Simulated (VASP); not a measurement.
Write the native input for VASP 6.6.1 that does the following.

- Task: single point
- Functional: PBEsol
- Potentials or basis: VASP PAW PBE potentials, release 64 (Si, C)
- Cutoff: 520 eV
- k mesh: 10 × 10 × 10
- Occupations: gaussian, width 0.05 eV
- Spin: no spin polarisation
- Dipole correction: no
- Further INCAR settings: ALGO = Normal; EDIFF = 1e-07; NBANDS = 11

The structure of SiC lies in POSCAR:

```
SiC
1.0
    0.0000000000      2.1783895848      2.1783895848
    2.1783895848      0.0000000000      2.1783895848
    2.1783895848      2.1783895848      0.0000000000
Si C
1 1
Direct
   -0.0047117304      0.0070675955      0.0047117304
    0.7610173130      0.7334740304      0.7389826870
```

This cell differs from its parent crystal: mode 4 frozen in at -0.060 Å and mode 5 at -0.012 Å (largest displacements).

These files were run (other wordings do the same):

INCAR

```
SYSTEM = SiC
PREC = Accurate
ENCUT = 520
EDIFF = 1E-7
ISMEAR = 0
SIGMA = 0.05
LREAL = .FALSE.
LASPH = .TRUE.
NELM = 100
ALGO = Normal
ISIF = 2
LWAVE = .FALSE.
LCHARG = .FALSE.
GGA = PS
NBANDS = 11
```

KPOINTS

```
regular mesh
0
G
  10 10 10
  0 0 0
```

Potentials or basis: VASP PAW PBE potentials, release 64 (Si, C).

Run with:

```bash
$ cat potpaw_PBE.64/Si/POTCAR potpaw_PBE.64/C/POTCAR > POTCAR
$ mpirun -np 1 vasp_std > vasp.out
```

Results of the run:

* Pressure: 1.3 GPa
* Largest force: 1.669 eV/Å
* Band gap on the k mesh: 0.83 eV, indirect (least direct gap 4.24 eV)

Caveat: the cell differs from its parent crystal (mode 4 frozen in at -0.060 Å and mode 5 at -0.012 Å (largest displacements)); the PAW data sets were made with another functional, which shifts forces and pressure a little.

Run time: 58 s on 1 thread of AMD EPYC 9R45 96-Core Processor (Zen 5) (shared host), peak memory 0.19 GiB.
